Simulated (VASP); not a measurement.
Input of a VASP 6.6.1 run:

The input INCAR:

```
SYSTEM = YHg
PREC = Accurate
ENCUT = 500
EDIFF = 1E-6
ISMEAR = 1
SIGMA = 0.1
LREAL = .False.
LASPH = .True.
NELM = 120
ALGO = Normal
ISIF = 2
LWAVE = .False.
LCHARG = .False.
GGA = PS
NBANDS = 18
GGA_COMPAT = .False.
```

The input KPOINTS:

```
Automatic mesh
0
Gamma
  8 8 8
  0 0 0
```

The input POSCAR:

```
YHg
1.0
    3.6673016710      0.0000000000      0.0000000000
    0.0000000000      3.6673016710      0.0000000000
    0.0000000000      0.0000000000      3.6673016710
Y Hg
1 1
Direct
    0.5000000000      0.5000000000      0.5000000000
    0.0000000000      0.0000000000      0.0000000000
```

Potentials or basis: VASP PAW PBE potentials, release 64 (Y_sv, Hg).

Run with:

```bash
$ cat potpaw_PBE.64/Y_sv/POTCAR potpaw_PBE.64/Hg/POTCAR > POTCAR
$ mpirun -np 1 vasp_std > vasp.out
```

(1) Predict the pressure.

## Answers

(1) 0.0 GPa.

Caveat: the PAW data sets were made with another functional, which shifts forces and pressure a little.
